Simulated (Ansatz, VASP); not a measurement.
# One calculation of V, two programs

```
V
1.0
     0.00000    1.90829    1.90829
     1.90829    0.00000    1.90829
     1.90829    1.90829    0.00000
V
1
Direct
  0.00000 0.00000 0.00000
```

Alike in both runs: task single point; functional PBE; k mesh 19 × 19 × 19; occupations fermi-dirac, width 0.05 eV; collinear spin.

|  | VASP | Ansatz |
| --- | --- | --- |
| version | VASP 6.6.1 | Ansatz 0.2.0 |
| potentials or method | VASP PAW PBE potentials, release 64 (V_sv), cutoff 520 eV | all-electron LAPW, scalar-relativistic |

|  | VASP | Ansatz | Ansatz less VASP |
| --- | --- | --- | --- |
| pressure (GPa) | 0.2 | 0.0 | -0.21 |
| net moment per atom (μB) | 0.00 | 0.00 | -0.001 |

Ansatz ran all-electron here, and VASP with PAW potentials. Ansatz's warnings: seeded moment not kept.
